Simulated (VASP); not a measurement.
Wanted: the native input for a VASP 6.6.1 run.

```
Task                   : electric field gradients
Functional             : PBEsol
Potentials or basis    : VASP PAW PBE potentials, release 64 (V_sv)
Cutoff                 : 520 eV
k mesh                 : 19 × 19 × 19
Occupations            : fermi-dirac, width 0.03 eV
Spin                   : collinear spin, ferromagnetic start
Starting moments       : [1.5] μB
Dipole correction      : no
Further INCAR settings : ALGO = Normal; EDIFF = 1e-08; NBANDS = 16
```

The structure of V lies in POSCAR:

```
V
1.0
   -1.5426742003      1.5426742003      1.5426742003
    1.5426742003     -1.5426742003      1.5426742003
    1.5426742003      1.5426742003     -1.5426742003
V
1
Direct
    0.0000000000      0.0000000000      0.0000000000
```

These files were run (other wordings do the same):

INCAR

```
ALGO = Normal
EDIFF = 1E-8
ENCUT = 520
GGA = PS
ISIF = 2
ISMEAR = -1
ISPIN = 2
LASPH = True
LCHARG = False
LEFG = True
LMAXMIX = 4
LORBIT = 11
LREAL = False
LWAVE = False
MAGMOM = 1.5
NBANDS = 16
NELM = 150
PREC = Accurate
SIGMA = 0.03
```

KPOINTS

```
k-points
0
Gamma
  19 19 19
```

Potentials or basis: VASP PAW PBE potentials, release 64 (V_sv).

Command:

```sh
$ cat potpaw_PBE.64/V_sv/POTCAR > POTCAR
$ mpirun -np 1 vasp_std > vasp.out
```

It gave:

- Pressure: -19.4 GPa
- Net moment: 0.00 μB per cell
- Largest electric field gradient by atom: zero within the noise of the run
- Valence electrons inside the program's atomic spheres: V 11.52

Caveat: the cell stands under tension; the PAW data sets were made with another functional, which shifts forces and pressure a little.

Wall time 2.8 min on 1 thread of Intel Xeon 8259CL (shared host), peak memory 0.19 GiB.
